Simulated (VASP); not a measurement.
The system is GaN.

```
Ga N
1.0
     0.00000    2.24895    2.24895
     2.24895    0.00000    2.24895
     2.24895    2.24895    0.00000
Ga N
1 1
Direct
  0.00000 0.00000 0.00000
  0.75000 0.75000 0.75000
```

Program: VASP 6.6.1. Alike in all runs: task single point; no spin polarisation; cell as given.

Order these runs on this cell by their pressure, lowest first.
A. level PBE; potentials or basis VASP PAW PBE potentials, release 64 (Ga_d, N); k mesh 10 × 10 × 10; cutoff (eV) 520; smearing fermi-dirac 0.02 eV
B. level LDA; potentials or basis VASP PAW LDA potentials, release 64 (Ga_d, N_h); k mesh 10 × 10 × 10; cutoff (eV) 910; smearing gaussian 0.01 eV; second run hard_potentials
C. level PBE0; potentials or basis VASP PAW PBE potentials, release 64 (Ga_d, N); k mesh 6 × 6 × 6; cutoff (eV) 520; smearing gaussian 0.01 eV; grid for exact exchange (PRECFOCK) Normal

B (-4.6 GPa), C (-0.3 GPa), A (6.3 GPa).

Caveats: the PAW data sets were made with another functional, which shifts forces and pressure a little (some runs); the cutoff is under 1.25 times the usual one of these potentials, so pressure, stress and relaxed cells hold a basis-set (Pulay) error (some runs).
